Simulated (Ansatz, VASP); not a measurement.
## One calculation of TlB8, two programs

```xyz
9
Lattice="5.3620 0.0000 0.0000 -2.6810 4.6436 0.0000 0.0000 0.0000 3.8931" Properties=species:S:1:pos:R:3 pbc="T T T"
Tl    0.0000    0.0000    1.9465
B     2.6810    0.0000    1.9465
B    -1.3405    2.3218    1.9465
B     1.3405    2.3218    1.9465
B     0.0000    3.0957    0.9949
B     0.0000    3.0957    2.8982
B     2.6810    1.5479    2.8982
B     2.6810    1.5479    0.9949
B     0.0000    0.0000    0.0000
```

Alike in both runs: functional PBE; k mesh 6 × 6 × 4; occupations gaussian, width 0.1 eV; no spin polarisation.

Ansatz relaxed the structure, and its values are those at the end. VASP's run is a single point on that final structure, the one shown.

|  | VASP | Ansatz |
| --- | --- | --- |
| version | VASP 6.6.1 | Ansatz 0.2.0 |
| potentials or method | VASP PAW PBE potentials, release 64 (Tl_d, B), cutoff 520 eV | scalar-relativistic, plane waves, PAW |
| valence electrons in the cell | 37 | 37 |

```tsv
	VASP	Ansatz	Ansatz less VASP
gap on the k mesh at the Fermi level (eV)	none	none	-
pressure (GPa)	-0.2	0.0	+0.20
rms of the force components (eV/Å)	0.004	0.006	+0.0021
```

A gap of «none» marks a metal or a gap that the smearing closes.

The k mesh is coarse, so the values compare programs but aren't converged. Neither program's run includes spin-orbit coupling.
